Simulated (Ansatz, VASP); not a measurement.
**Two plane-wave programs on B4Ru**

```
CELL_PARAMETERS angstrom
2.37232 -3.20517 0.00000
2.37232 3.20517 0.00000
0.00000 0.00000 2.83413
ATOMIC_POSITIONS crystal
B 0.84910 0.15090 0.50000
B 0.16719 0.16719 0.00000
B 0.83281 0.83281 0.00000
B 0.15090 0.84910 0.50000
Ru 0.50000 0.50000 0.50000
```

Change from the starting cell: species swapped into the FeCl4 type (Cmmm, No. 65).

Alike in both runs: task relaxation of cell and atoms; functional PBE; k mesh 10 × 10 × 14; occupations gaussian, width 0.1 eV; no spin polarisation.

|  | VASP | Ansatz |
| --- | --- | --- |
| version | VASP 6.6.1 | Ansatz 0.2.0 |
| potentials or method | VASP PAW PBE potentials, release 64 (B, Ru_pv), cutoff 600 eV | scalar-relativistic, plane waves, PAW |
| valence electrons in the cell | 26 | 28 |

```tsv
	VASP	Ansatz	Ansatz less VASP
gap on the k mesh at the Fermi level, each at its own relaxed structure (eV)	none	none	-
relaxed volume (Å³/atom)	8.62	8.62	0.000
relaxed cell length with the largest relative difference (Å)	2.831	2.831	+0.0002
```

A gap of «none» marks a metal or a gap that the smearing closes. VASP's potentials hold 26 valence electrons a cell and Ansatz's 28, so a difference there can come from the potentials and not from the codes.
